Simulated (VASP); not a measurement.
# Pt (Fm-3m) in VASP: a series of runs, part 2 of 4

VASP 6.6.1. The steps go on from the part before.

### 3 Single point, PBEsol

This run uses another cell than the first one, of 15.03 Å³/atom.

The input, INCAR:

```
SYSTEM = Pt
PREC = Accurate
ENCUT = 520
EDIFF = 1E-7
ISMEAR = 1
SIGMA = 0.1
LREAL = .FALSE.
LASPH = .TRUE.
NELM = 100
ALGO = Normal
ISIF = 2
LWAVE = .FALSE.
LCHARG = .FALSE.
GGA = PS
NBANDS = 11
```

The input, KPOINTS:

```
Automatic mesh
0
G
  24 24 24
  0 0 0
```

The input, POSCAR:

```
Pt
1.0
    0.0000000000      1.9587894476      1.9587894476
    1.9587894476      0.0000000000      1.9587894476
    1.9587894476      1.9587894476      0.0000000000
Pt
1
Direct
    0.0000000000      0.0000000000      0.0000000000
```

Potentials or basis: VASP PAW PBE potentials, release 64 (Pt).

Command:

```
> cat potpaw_PBE.64/Pt/POTCAR > POTCAR
> mpirun -np 1 vasp_std > vasp.out
```

OUTCAR:

```text
SYSTEM = Pt
   PREC = Accurate
   ENCUT = 520
   EDIFF = 1E-7
   ISMEAR = 1
   LREAL = .FALSE.
   LASPH = .TRUE.
   NELM = 100
   ISIF = 2
   GGA = PS

 ion  position               nearest neighbor table
   1  0.000  0.000  0.000-

  LATTYP: Found a face centered cubic cell.
 ALAT       =     3.9175788952

  Lattice vectors:

 A1 = (   0.0000000000,   1.9587894476,   1.9587894476)
 A2 = (   1.9587894476,   0.0000000000,   1.9587894476)
 A3 = (   1.9587894476,   1.9587894476,   0.0000000000)

Analysis of symmetry for initial positions (statically):
=====================================================================
 Subroutine PRICEL returns:
 Original cell was already a primitive cell.

 Routine SETGRP: Setting up the symmetry group for a
 face centered cubic supercell.

 Subroutine GETGRP returns: Found 48 space group operations
 (whereof 48 operations were pure point group operations)
 out of a pool of 48 trial point group operations.

The static configuration has the point symmetry O_h .

Analysis of symmetry for dynamics (positions and initial velocities):
[... 168 lines left out ...]
      2       7.3331      2.00000
      3       7.3331      2.00000
      4       7.3331      2.00000
      5       9.5251      2.00000
      6       9.5251      2.00000
      7      25.7742      0.00000
      8      30.7522      0.00000
      9      30.7522      0.00000
     10      30.7522      0.00000
     11      36.0630      0.00000
[... 309 lines left out ...]
 k-point    24 :       0.4583    0.0417    0.0000
  band No.  band energies     occupation
      1       3.8102      2.00000
      2       7.2541      2.00000
      3       7.3622      2.00000
      4       9.6548      2.00000
      5      11.1637      0.76759
      6      11.4235     -0.00075
      7      17.7211      0.00000
      8      25.5698      0.00000
      9      30.1323      0.00000
     10      30.4326      0.00000
     11      38.9284      0.00000

 [... further k-points ...]

------------------------ aborting loop because EDIFF is reached ----------------------------------------

  FORCE on cell =-STRESS in cart. coord.  units (eV):
  Direction    XX          YY          ZZ          XY          YZ          ZX
  --------------------------------------------------------------------------------------
  -------------------------------------------------------------------------------------
  Total       -0.0360872     -0.0360872     -0.0360872      0.0000000      0.0000000      0.0000000
  in kB       -3.8465465     -3.8465465     -3.8465465      0.0000000      0.0000000      0.0000000
  external PRESSURE =      -3.8465465 kB  Pullay stress =       0.0000000 kB

 VOLUME and BASIS-vectors are now :
 -----------------------------------------------------------------------------
  energy-cutoff  :      520.00
  volume of cell :       15.03
      direct lattice vectors                 reciprocal lattice vectors
     0.000000000  1.958789448  1.958789448    -0.255259697  0.255259697  0.255259697
     1.958789448  0.000000000  1.958789448     0.255259697 -0.255259697  0.255259697
     1.958789448  1.958789448  0.000000000     0.255259697  0.255259697 -0.255259697

 POSITION                                       TOTAL-FORCE (eV/Angst)
 -----------------------------------------------------------------------------------
      0.00000      0.00000      0.00000         0.000000      0.000000      0.000000
 -----------------------------------------------------------------------------------
    total drift:                               -0.000000      0.000000     -0.000000

  FREE ENERGIE OF THE ION-ELECTRON SYSTEM (eV)
  ---------------------------------------------------
  free  energy   TOTEN  =        -6.9628140837 eV

  energy  without entropy=       -6.9615462951  energy(sigma->0) =       -6.96239149
```

OSZICAR:

```text
N       E                     dE             d eps       ncg     rms          rms(c)
DAV:   1     0.389548358703E+02    0.38955E+02   -0.53353E+03  9270   0.844E+02
DAV:   2    -0.681702734579E+01   -0.45772E+02   -0.43821E+02 10412   0.177E+02
DAV:   3    -0.741527951322E+01   -0.59825E+00   -0.59452E+00 10599   0.193E+01
DAV:   4    -0.741755330513E+01   -0.22738E-02   -0.22736E-02 10480   0.140E+00
DAV:   5    -0.741757095400E+01   -0.17649E-04   -0.17647E-04 10657   0.114E-01    0.134E+01
DAV:   6    -0.701241796467E+01    0.40515E+00   -0.93007E-01  9794   0.762E+00    0.685E+00
DAV:   7    -0.696716736540E+01    0.45251E-01   -0.16355E-01 10523   0.307E+00    0.257E+00
DAV:   8    -0.696312178289E+01    0.40456E-02   -0.70081E-03  9911   0.764E-01    0.676E-01
DAV:   9    -0.696280986174E+01    0.31192E-03   -0.26061E-04 10136   0.147E-01    0.307E-02
DAV:  10    -0.696281389017E+01   -0.40284E-05   -0.43967E-06 11571   0.149E-02    0.551E-03
DAV:  11    -0.696281407041E+01   -0.18023E-06   -0.52830E-08  8846   0.209E-03    0.137E-03
DAV:  12    -0.696281408371E+01   -0.13306E-07   -0.28324E-09  5434   0.374E-04
   1 F= -.69628141E+01 E0= -.69623915E+01  d E =-.126779E-02
```

stdout:

```text
POSCAR found type information on POSCAR Pt
 POSCAR found :  1 types and       1 ions
 scaLAPACK will be used
 -----------------------------------------------------------------------------
|                                                                             |
|                                                                             |
|     You enforced a specific xc type in the INCAR file but a different       |
|     I HOPE YOU KNOW WHAT YOU ARE DOING!                                     |
|                                                                             |
 -----------------------------------------------------------------------------

 LDA part: xc-table for (Slater+PW92), standard interpolation
 POSCAR, INCAR and KPOINTS ok, starting setup
 FFT: planning ... GRIDC
 FFT: planning ... GRID_SOFT
 FFT: planning ... GRID
 WAVECAR not read
 entering main loop
```

It took 86 s on 1 thread of Intel Xeon 8259CL, shared host; peak memory 0.2 GiB.

Results:

```
Free energy            : -6.9628 eV
Pressure               : -0.4 GPa
Band gap on the k mesh : zero (bands 5 and 6 overlap by 2.24 eV)
```

Levels at points of the mesh, in eV from the Fermi level:
```tsv
k point	band 2	band 3	band 4	band 5	band 6	band 7	band 8	band 9
(0.00, 0.00, 0.00)	-3.82	-3.82	-3.82	-1.62	-1.62	14.62	19.60	19.60
(0.50, 0.00, 0.00)	-3.88	-3.88	-0.55	0.05	0.05	5.84	14.18	18.97
(0.50, 0.50, 0.00)	-6.67	0.03	0.51	0.51	1.71	8.88	11.36	11.36
```

Caveat: the PAW data sets were made with another functional, which shifts forces and pressure a little; spin-orbit coupling is left out, which moves the levels of the heavy elements.

### 4 Single point, PBE

This run uses another cell than the first one, of 15.64 Å³/atom.

The input, INCAR:

```
SYSTEM = Pt
PREC     = Accurate       ! precision mode
ENCUT    = 520            ! plane-wave cutoff, eV
EDIFF    = 1E-6           ! SCF threshold, eV
ISMEAR   = 1              ! smearing method
SIGMA    = 0.1            ! smearing width, eV
LREAL    = .False.        ! projectors in reciprocal space
LASPH    = .True.         ! aspherical terms in the spheres
NELM     = 100            ! most SCF steps
ALGO     = Normal         ! electronic algorithm
ISIF     = 2              ! what is computed and relaxed
LWAVE    = .False.        ! write WAVECAR
LCHARG   = .True.         ! write CHGCAR
GGA      = PE             ! functional
LELF     = .True.         ! ELF
LVHAR    = .True.       
NBANDS   = 11             ! bands
```

The input, KPOINTS:

```
regular mesh
0
Gamma
  24 24 24
  0 0 0
```

The input, POSCAR:

```
Pt
1.0
    0.0000000000      1.9847121557      1.9847121557
    1.9847121557      0.0000000000      1.9847121557
    1.9847121557      1.9847121557      0.0000000000
Pt
1
Direct
    0.0000000000      0.0000000000      0.0000000000
```

Potentials or basis: VASP PAW PBE potentials, release 64 (Pt).

Command:

```
> cat potpaw_PBE.64/Pt/POTCAR > POTCAR
> mpirun -np 1 vasp_std > vasp.out
```

OUTCAR:

```text
SYSTEM = Pt
   PREC = Accurate
   ENCUT = 520
   EDIFF = 1E-6
   ISMEAR = 1
   LREAL = .False.
   LASPH = .True.
   NELM = 100
   ISIF = 2
   GGA = PE

 ion  position               nearest neighbor table
   1  0.000  0.000  0.000-

  LATTYP: Found a face centered cubic cell.
 ALAT       =     3.9694243114

  Lattice vectors:

 A1 = (   0.0000000000,   1.9847121557,   1.9847121557)
 A2 = (   1.9847121557,   0.0000000000,   1.9847121557)
 A3 = (   1.9847121557,   1.9847121557,   0.0000000000)

Analysis of symmetry for initial positions (statically):
=====================================================================
 Subroutine PRICEL returns:
 Original cell was already a primitive cell.

 Routine SETGRP: Setting up the symmetry group for a
 face centered cubic supercell.

 Subroutine GETGRP returns: Found 48 space group operations
 (whereof 48 operations were pure point group operations)
 out of a pool of 48 trial point group operations.

The static configuration has the point symmetry O_h .

Analysis of symmetry for dynamics (positions and initial velocities):
=====================================================================
 Subroutine PRICEL returns:
 Original cell was already a primitive cell.

 Routine SETGRP: Setting up the symmetry group for a
 face centered cubic supercell.

 Subroutine GETGRP returns: Found 48 space group operations
 (whereof 48 operations were pure point group operations)
 out of a pool of 48 trial point group operations.

The dynamic configuration has the point symmetry O_h .

 Subroutine INISYM returns: Found 48 space group operations
 (whereof 48 operations are pure point group operations),
 and found     1 'primitive' translations

----------------------------------------------------------------------------------------

                                     Primitive cell

  volume of cell :      15.6359

[... 111 lines left out ...]
   GGA     = PE    functional components
   LHFCALC =     F    Hartree Fock is set to
   AEXX    =    0.0000 exact exchange contribution
   IVDW    =     0    specifies the selected vdW correction
   LEPSILON=     F    determine dielectric tensor
   LRPA    =     F    only Hartree local field effects (RPA)
 non-spin polarized calculation
 Methfessel and Paxton  Order N= 1 SIGMA  =   0.10
  energy-cutoff  :      520.00
  volume of cell :       15.64
 maximum number of plane-waves:       444
 NGX is ok and might be reduce to    24
   NGX = 11   NGY = 11   NGZ = 11

 number of electron      10.0000002 magnetization

 Free energy of the ion-electron system (eV)
  ---------------------------------------------------
  ext. energy  EPLUGINS =         0.00000000
  ---------------------------------------------------
  free energy    TOTEN  =        -6.09719902 eV

  energy without entropy =       -6.09593613  energy(sigma->0) =       -6.09677806

 E-fermi :  10.5670     XC(G=0): -13.2745

 val. band max:       10.5665829294   @ k =  -0.4583   0.1250   0.0417
 cond. band min:      10.5671915241   @ k =  -0.4583   0.2083   0.0000
 fundamental gap:      0.0006085947
 Fermi energy:        10.5669512380

 k-point     1 :       0.0000    0.0000    0.0000
  band No.  band energies     occupation
      1       0.7675      2.00000
      2       7.0093      2.00000
      3       7.0093      2.00000
      4       7.0093      2.00000
      5       9.0401      2.00000
      6       9.0401      2.00000
      7      25.3168      0.00000
      8      30.0809      0.00000
      9      30.0809      0.00000
     10      30.0809      0.00000
     11      35.2955      0.00000
[... 309 lines left out ...]
 k-point    24 :       0.4583    0.0417    0.0000
  band No.  band energies     occupation
      1       3.6799      2.00000
      2       6.9344      2.00000
      3       7.0348      2.00000
      4       9.2802      2.00000
      5      10.5741      0.87919
      6      10.8747     -0.00012
      7      16.8980      0.00000
      8      25.0956      0.00000
      9      29.3021      0.00000
     10      29.5871      0.00000
     11      37.7858      0.00000

 [... further k-points ...]

------------------------ aborting loop because EDIFF is reached ----------------------------------------

  FORCE on cell =-STRESS in cart. coord.  units (eV):
  Direction    XX          YY          ZZ          XY          YZ          ZX
  --------------------------------------------------------------------------------------
  -------------------------------------------------------------------------------------
  Total       -0.0453200     -0.0453200     -0.0453200     -0.0000000     -0.0000000     -0.0000000
  in kB       -4.6438473     -4.6438473     -4.6438473     -0.0000000     -0.0000000     -0.0000000
  external PRESSURE =      -4.6438473 kB  Pullay stress =       0.0000000 kB

 VOLUME and BASIS-vectors are now :
 -----------------------------------------------------------------------------
  energy-cutoff  :      520.00
  volume of cell :       15.64
      direct lattice vectors                 reciprocal lattice vectors
     0.000000000  1.984712156  1.984712156    -0.251925700  0.251925700  0.251925700
     1.984712156  0.000000000  1.984712156     0.251925700 -0.251925700  0.251925700
     1.984712156  1.984712156  0.000000000     0.251925700  0.251925700 -0.251925700

 POSITION                                       TOTAL-FORCE (eV/Angst)
 -----------------------------------------------------------------------------------
      0.00000      0.00000      0.00000        -0.000000      0.000000     -0.000000
 -----------------------------------------------------------------------------------
    total drift:                               -0.000000      0.000000     -0.000000

  FREE ENERGIE OF THE ION-ELECTRON SYSTEM (eV)
  ---------------------------------------------------
  free  energy   TOTEN  =        -6.0971990185 eV

  energy  without entropy=       -6.0959361321  energy(sigma->0) =       -6.09677806
```

OSZICAR:

```text
N       E                     dE             d eps       ncg     rms          rms(c)
DAV:   1     0.387810200866E+02    0.38781E+02   -0.52824E+03  9286   0.839E+02
DAV:   2    -0.588931024009E+01   -0.44670E+02   -0.42806E+02 10365   0.174E+02
DAV:   3    -0.647683048010E+01   -0.58752E+00   -0.58346E+00 10658   0.190E+01
DAV:   4    -0.647918549364E+01   -0.23550E-02   -0.23547E-02 10477   0.141E+00
DAV:   5    -0.647920494755E+01   -0.19454E-04   -0.19455E-04 10674   0.119E-01    0.116E+01
DAV:   6    -0.613478989977E+01    0.34442E+00   -0.83180E-01  9776   0.716E+00    0.612E+00
DAV:   7    -0.610036230822E+01    0.34428E-01   -0.13018E-01 10478   0.276E+00    0.248E+00
DAV:   8    -0.609736448266E+01    0.29978E-02   -0.45912E-03  9914   0.577E-01    0.526E-01
DAV:   9    -0.609719647808E+01    0.16800E-03   -0.99479E-05 10181   0.881E-02    0.488E-02
DAV:  10    -0.609719917033E+01   -0.26922E-05   -0.34411E-06 10956   0.147E-02    0.484E-03
DAV:  11    -0.609719901850E+01    0.15183E-06   -0.38213E-08  5467   0.179E-03
   1 F= -.60971990E+01 E0= -.60967781E+01  d E =-.126289E-02
```

stdout:

```text
POSCAR found type information on POSCAR Pt
 POSCAR found :  1 types and       1 ions
 scaLAPACK will be used
 LDA part: xc-table for (Slater+PW92), standard interpolation
 POSCAR, INCAR and KPOINTS ok, starting setup
 FFT: planning ... GRIDC
 FFT: planning ... GRID_SOFT
 FFT: planning ... GRID
 WAVECAR not read
 entering main loop
```

It took 86 s on 1 thread of Intel Xeon 8259CL, shared host; peak memory 0.2 GiB.

Results:

```
Free energy            : -6.0972 eV
Pressure               : -0.5 GPa
Band gap on the k mesh : zero (bands 5 and 6 overlap by 2.09 eV)
```

Levels at points of the mesh, in eV from the Fermi level:
| k point | band 1 | band 2 | band 3 | band 4 | band 5 | band 6 | band 7 | band 8 | band 9 | band 10 |
| --- | --- | --- | --- | --- | --- | --- | --- | --- | --- | --- |
| (0.00, 0.00, 0.00) | -9.80 | -3.56 | -3.56 | -3.56 | -1.53 | -1.53 | 14.75 | 19.51 | 19.51 | 19.51 |
| (0.50, 0.00, 0.00) | -6.94 | -3.61 | -3.61 | -0.31 | 0.05 | 0.05 | 5.58 | 14.31 | 18.75 | 18.75 |
| (0.50, 0.50, 0.00) | -6.67 | -6.24 | 0.01 | 0.47 | 0.47 | 1.87 | 8.51 | 11.30 | 11.30 | 19.73 |

Caveat: spin-orbit coupling is left out, which moves the levels of the heavy elements.

(Continued in part 3 of 4.)
